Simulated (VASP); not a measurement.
# BiAu2 (Fd-3m) in VASP: further runs

BiAu2 is run at these levels: LDA; tasks: single point, relaxation of cell and atoms.

Everything below comes from runs of VASP 6.6.1. Logs are shortened: lines on timing, memory, paths and dates and some standing lists are left out, and cuts for length are marked.

## (1) The cell of the first run

Symmetry: Fd-3m, No. 227, cubic system. Conventional cell: a = 7.878 Å, b = 7.878 Å, c = 7.878 Å, α = 90.00°, β = 90.00°, γ = 90.00°. Bi (site symmetry -43m) has 12 Au at 3.27 Å and 4 Bi at 3.41 Å within 4.3 Å. Au (site symmetry -3m) has 6 Au at 2.79 Å and 6 Bi at 3.27 Å within 3.7 Å.

## (2) Single point, LDA

Contents of INCAR:

```
SYSTEM = BiAu2
  PREC = Accurate
  ENCUT = 520
  EDIFF = 1E-6
  ISMEAR = 0
  SIGMA = 0.1
  LREAL = .FALSE.
  LASPH = .TRUE.
  NELM = 80
  ALGO = Fast
  ISIF = 2
  LWAVE = .FALSE.
  LCHARG = .FALSE.
  GGA = CA
  NBANDS = 46
```

Contents of KPOINTS:

```
Automatic mesh
0
G
  8 8 8
  0 0 0
```

Contents of POSCAR:

```
BiAu2
1.0
    0.0000000000      3.9390438594      3.9390438594
    3.9390438594      0.0000000000      3.9390438594
    3.9390438594      3.9390438594      0.0000000000
Bi Au
2 4
Direct
    0.0000000000      0.0000000000      0.0000000000
    0.2500000000      0.2500000000      0.2500000000
    0.6250000000      0.6250000000      0.6250000000
    0.1250000000      0.6250000000      0.6250000000
    0.6250000000      0.6250000000      0.1250000000
    0.6250000000      0.1250000000      0.6250000000
```

Potentials or basis: VASP PAW LDA potentials, release 64 (Bi_d, Au).

Command:

```console
> cat potpaw_LDA.64/Bi_d/POTCAR potpaw_LDA.64/Au/POTCAR > POTCAR
> mpirun -np 1 vasp_std > vasp.out
```

OUTCAR:

```text
SYSTEM = BiAu2
   PREC = Accurate
   ENCUT = 520
   EDIFF = 1E-6
   ISMEAR = 0
   LREAL = .FALSE.
   LASPH = .TRUE.
   NELM = 80
   ISIF = 2
   GGA = CA

 ion  position               nearest neighbor table
   1  0.000  0.000  0.000-   5 3.27   6 3.27   3 3.27   4 3.27   3 3.27   4 3.27   3 3.27   6 3.27
                             6 3.27   5 3.27   5 3.27   4 3.27   2 3.41   2 3.41   2 3.41   2 3.41
   2  0.250  0.250  0.250-   5 3.27   4 3.27   6 3.27   3 3.27   3 3.27   4 3.27   3 3.27   6 3.27
                             5 3.27   4 3.27   5 3.27   6 3.27   1 3.41   1 3.41   1 3.41   1 3.41
   3  0.625  0.625  0.625-   4 2.79   5 2.79   6 2.79   5 2.79   6 2.79   4 2.79   1 3.27   2 3.27
                             1 3.27   2 3.27   1 3.27   2 3.27
   4  0.125  0.625  0.625-   3 2.79   5 2.79   6 2.79   3 2.79   5 2.79   6 2.79   2 3.27   2 3.27
                             1 3.27   1 3.27   2 3.27   1 3.27
   5  0.625  0.625  0.125-   3 2.79   3 2.79   4 2.79   6 2.79   6 2.79   4 2.79   1 3.27   2 3.27
                             1 3.27   2 3.27   1 3.27   2 3.27
   6  0.625  0.125  0.625-   3 2.79   5 2.79   3 2.79   4 2.79   5 2.79   4 2.79   2 3.27   1 3.27
                             1 3.27   2 3.27   2 3.27   1 3.27

  LATTYP: Found a face centered cubic cell.
 ALAT       =     7.8780877188

  Lattice vectors:

 A1 = (   0.0000000000,   3.9390438594,   3.9390438594)
 A2 = (   3.9390438594,   0.0000000000,   3.9390438594)
 A3 = (   3.9390438594,   3.9390438594,   0.0000000000)

Analysis of symmetry for initial positions (statically):
=====================================================================
 Subroutine PRICEL returns:
 Original cell was already a primitive cell.

 Routine SETGRP: Setting up the symmetry group for a
 face centered cubic supercell.

 Subroutine GETGRP returns: Found 48 space group operations
 (whereof 24 operations were pure point group operations)
 out of a pool of 48 trial point group operations.

The static configuration has the point symmetry T_d .
 The point group associated with its full space group is O_h .

Analysis of symmetry for dynamics (positions and initial velocities):
=====================================================================
 Subroutine PRICEL returns:
 Original cell was already a primitive cell.

 Routine SETGRP: Setting up the symmetry group for a
 face centered cubic supercell.

 Subroutine GETGRP returns: Found 48 space group operations
 (whereof 24 operations were pure point group operations)
 out of a pool of 48 trial point group operations.

The dynamic configuration has the point symmetry T_d .
 The point group associated with its full space group is O_h .

[... 114 lines left out ...]
   POTIM  = 0.5000    time-step for ionic-motion
   TEBEG  =    0.0;   TEEND  =   0.0 temperature during run
   PSTRESS=    0.0 pullay stress
   NELECT =      74.0000    total number of electrons
   NUPDOWN=      -1.0000    fix difference up-down
   EMIN   =  10.00;   EMAX   =-10.00  energy-range for DOS
   EFERMI =   0.00;   METHOD = LEGACY
   ISMEAR =     0;   SIGMA  =   0.10  broadening in eV -4-tet -1-fermi 0-gaus
   EFERMI_NEDOS =   21; number of points for ismear=-14 and -15
   IALGO  =     68    algorithm
   IMIX   =      4    mixing-type and parameters
     AMIX     =   0.40;   BMIX     =  1.00
     AMIX_MAG =   1.60;   BMIX_MAG =  1.00
  volume/ion in A,a.u.               =      20.37       137.48
  Fermi-wavevector in a.u.,A,eV,Ry     =   1.384898  2.617079 26.095208  1.917944
  Thomas-Fermi vector in A             =   2.509359
   LORBIT       =      0    0 simple, 1 ext, 2 COOP (PROOUT), +10 PAW based schemes
   GGA     = CA    functional components
   LHFCALC =     F    Hartree Fock is set to
   AEXX    =    0.0000 exact exchange contribution
   IVDW    =     0    specifies the selected vdW correction
   LEPSILON=     F    determine dielectric tensor
   LRPA    =     F    only Hartree local field effects (RPA)
 non-spin polarized calculation
 RMM-DIIS sequential band-by-band and
 Gauss-broadening in eV      SIGMA  =   0.10
  energy-cutoff  :      520.00
  volume of cell :      122.24
 maximum number of plane-waves:      3327
 NGX is ok and might be reduce to    42
   NGX = 21   NGY = 21   NGZ = 21

 number of electron      73.9999997 magnetization

 Free energy of the ion-electron system (eV)
  ---------------------------------------------------
  ext. energy  EPLUGINS =         0.00000000
  ---------------------------------------------------
  free energy    TOTEN  =       -27.20231242 eV

  energy without entropy =      -27.19200265  energy(sigma->0) =      -27.19715753

 E-fermi :   9.4397     XC(G=0): -12.2146

 val. band max:        9.4282480728   @ k =   0.5000   0.1250   0.0000
 cond. band min:       9.4564193200   @ k =  -0.2500   0.1250   0.0000
 fundamental gap:      0.0281712472
 Fermi energy:         9.4397086807

 k-point     1 :       0.0000    0.0000    0.0000
  band No.  band energies     occupation
      1     -13.6397      2.00000
      2     -13.6397      2.00000
      3     -13.6397      2.00000
      4     -13.6200      2.00000
      5     -13.6200      2.00000
      6     -13.5418      2.00000
[... 1165 lines left out ...]
     45      15.6104      0.00000
     46      16.7310      0.00000

 [... further k-points ...]

------------------------ aborting loop because EDIFF is reached ----------------------------------------

  FORCE on cell =-STRESS in cart. coord.  units (eV):
  Direction    XX          YY          ZZ          XY          YZ          ZX
  --------------------------------------------------------------------------------------
  -------------------------------------------------------------------------------------
  Total        0.2113278      0.2113278      0.2113278      0.0000000      0.0000000     -0.0000000
  in kB        2.7699043      2.7699043      2.7699043      0.0000000      0.0000000     -0.0000000
  external PRESSURE =       2.7699043 kB  Pullay stress =       0.0000000 kB

 VOLUME and BASIS-vectors are now :
 -----------------------------------------------------------------------------
  energy-cutoff  :      520.00
  volume of cell :      122.24
      direct lattice vectors                 reciprocal lattice vectors
     0.000000000  3.939043859  3.939043859    -0.126934357  0.126934357  0.126934357
     3.939043859  0.000000000  3.939043859     0.126934357 -0.126934357  0.126934357
     3.939043859  3.939043859  0.000000000     0.126934357  0.126934357 -0.126934357

 POSITION                                       TOTAL-FORCE (eV/Angst)
 -----------------------------------------------------------------------------------
      0.00000      0.00000      0.00000        -0.000000     -0.000000      0.000000
      1.96952      1.96952      1.96952         0.000000      0.000000     -0.000000
      4.92380      4.92380      4.92380         0.000000     -0.000000     -0.000000
      4.92380      2.95428      2.95428         0.000000     -0.000000     -0.000000
      2.95428      2.95428      4.92380         0.000000     -0.000000     -0.000000
      2.95428      4.92380      2.95428         0.000000     -0.000000     -0.000000
 -----------------------------------------------------------------------------------
    total drift:                                0.000000      0.000000      0.000000

  FREE ENERGIE OF THE ION-ELECTRON SYSTEM (eV)
  ---------------------------------------------------
  free  energy   TOTEN  =       -27.2023124191 eV

  energy  without entropy=      -27.1920026476  energy(sigma->0) =      -27.19715753
```

OSZICAR:

```text
N       E                     dE             d eps       ncg     rms          rms(c)
DAV:   1     0.804036391063E+03    0.80404E+03   -0.36286E+04  2668   0.187E+03
DAV:   2     0.612026440860E+02   -0.74283E+03   -0.71737E+03  2728   0.518E+02
DAV:   3    -0.246707800657E+02   -0.85873E+02   -0.81983E+02  2952   0.168E+02
DAV:   4    -0.285255406705E+02   -0.38548E+01   -0.38141E+01  2996   0.362E+01
DAV:   5    -0.286807370302E+02   -0.15520E+00   -0.15516E+00  3758   0.764E+00    0.165E+01
RMM:   6    -0.273342135381E+02    0.13465E+01   -0.42478E+00  2817   0.887E+00    0.111E+01
RMM:   7    -0.272211505525E+02    0.11306E+00   -0.27389E-01  3338   0.285E+00    0.560E+00
RMM:   8    -0.272033379912E+02    0.17813E-01   -0.98013E-02  3410   0.155E+00    0.473E-01
RMM:   9    -0.272019982290E+02    0.13398E-02   -0.21539E-02  3769   0.106E+00    0.126E-01
RMM:  10    -0.272022574906E+02   -0.25926E-03   -0.47530E-03  4131   0.345E-01    0.949E-02
RMM:  11    -0.272023076639E+02   -0.50173E-04   -0.65294E-04  4407   0.140E-01    0.513E-02
RMM:  12    -0.272023114431E+02   -0.37791E-05   -0.65245E-05  3988   0.457E-02    0.781E-03
RMM:  13    -0.272023123869E+02   -0.94384E-06   -0.10557E-05  3328   0.168E-02    0.374E-03
RMM:  14    -0.272023124191E+02   -0.32246E-07   -0.15986E-06  1671   0.839E-03
   1 F= -.27202312E+02 E0= -.27197158E+02  d E =-.103098E-01
```

stdout:

```text
POSCAR found type information on POSCAR BiAu
 POSCAR found :  2 types and       6 ions
 scaLAPACK will be used
 LDA part: xc-table for (Slater(with rela. corr.)+CA(PZ))
 , standard interpolation
 POSCAR, INCAR and KPOINTS ok, starting setup
 FFT: planning ... GRIDC
 FFT: planning ... GRID_SOFT
 FFT: planning ... GRID
 WAVECAR not read
 entering main loop
```

It took 5.1 min on 1 thread of Oxide Virtual Turin-like, shared host; peak memory 0.25 GiB.

Results:

- Free energy: -27.2023 eV
- Pressure: 0.3 GPa
- Band gap on the k mesh: zero (bands 37 and 38 overlap by 2.16 eV)

Caveat: spin-orbit coupling is left out, which moves the levels of the heavy elements.

## (3) Relaxation of cell and atoms, LDA

This run uses another cell than the first one, of 22.02 Å³/atom.

Contents of INCAR:

```
ALGO = Fast
EDIFF = 1E-6
EDIFFG = -0.005
ENCUT = 600
GGA = CA
IBRION = 2
ISIF = 3
ISMEAR = 0
LASPH = T
LCHARG = F
LREAL = F
LWAVE = F
NELM = 100
NSW = 70
PREC = Accurate
SIGMA = 0.1
```

Contents of KPOINTS:

```
k-points
0
Gamma
  8 8 8
```

POSCAR, as its differences from that of step 2:

```diff
@@ -2,5 +2,5 @@
 1.0
-    0.0000000000      3.9390438594      3.9390438594
-    3.9390438594      0.0000000000      3.9390438594
-    3.9390438594      3.9390438594      0.0000000000
+    0.0000000000      4.0424895847      4.0424895847
+    4.0424895847      0.0000000000      4.0424895847
+    4.0424895847      4.0424895847      0.0000000000
 Bi Au
```

Potentials or basis: VASP PAW LDA potentials, release 64 (Bi_d, Au).

Command:

```console
> cat potpaw_LDA.64/Bi_d/POTCAR potpaw_LDA.64/Au/POTCAR > POTCAR
> mpirun -np 1 vasp_std > vasp.out
```

Run time: 21 min. Hardware: 1 thread of Oxide Virtual Turin-like, shared host; peak memory 0.33 GiB.

The run converged. Its results:

| Item | Value |
| --- | --- |
| Free energy | -27.2037 eV |
| Relaxed volume | 20.44 Å³/atom |
| Relaxed cell | a = 5.576 Å, b = 5.576 Å, c = 5.576 Å, α = 60.00°, β = 60.00°, γ = 60.00° |
| Space group after relaxing (to 0.1 Å) | Fd-3m (No. 227) |
| Energy gained by relaxing | 43.8 meV/atom |
| Ionic steps | 4 |
| Pressure after relaxing | 0.0 GPa |
| Band gap on the k mesh | zero (bands 37 and 38 overlap by 2.15 eV) |

The path:
```tsv
step	energy change (eV)	largest force (eV/Å)	pressure (GPa)	volume (Å³)
1	0.0000	0.0000	-8.18	132.12
2	0.2195	0.0000	15.72	111.77
3	-0.2629	0.0000	-0.21	122.80
4	-0.2630	0.0000	-0.02	122.61
```

Final structure:
```cif
data_structure
_symmetry_space_group_name_H-M 'P 1'
_symmetry_Int_Tables_number 1
_cell_length_a 5.5764
_cell_length_b 5.5764
_cell_length_c 5.5764
_cell_angle_alpha 60.000
_cell_angle_beta 60.000
_cell_angle_gamma 60.000
_cell_volume 122.61
loop_
_atom_site_label
_atom_site_type_symbol
_atom_site_fract_x
_atom_site_fract_y
_atom_site_fract_z
_atom_site_occupancy
Bi1 Bi 0.00000 0.00000 0.00000 1
Bi2 Bi 0.25000 0.25000 0.25000 1
Au1 Au 0.62500 0.62500 0.62500 1
Au2 Au 0.12500 0.62500 0.62500 1
Au3 Au 0.62500 0.62500 0.12500 1
Au4 Au 0.62500 0.12500 0.62500 1
```

Levels at points of the mesh, in eV from the Fermi level:
| k point | band 34 | band 35 | band 36 | band 37 | band 38 | band 39 | band 40 | band 41 |
| --- | --- | --- | --- | --- | --- | --- | --- | --- |
| (0.00, 0.00, 0.00) | -1.60 | -1.60 | -1.60 | 0.08 | 0.08 | 0.08 | 0.13 | 2.17 |
| (0.50, 0.00, 0.00) | -1.96 | -1.96 | -1.60 | 0.36 | 0.70 | 0.70 | 2.32 | 3.60 |
| (0.50, 0.50, 0.00) | -3.17 | -1.43 | -1.43 | 1.34 | 1.34 | 3.12 | 3.12 | 3.39 |

Caveat: spin-orbit coupling is left out, which moves the levels of the heavy elements.
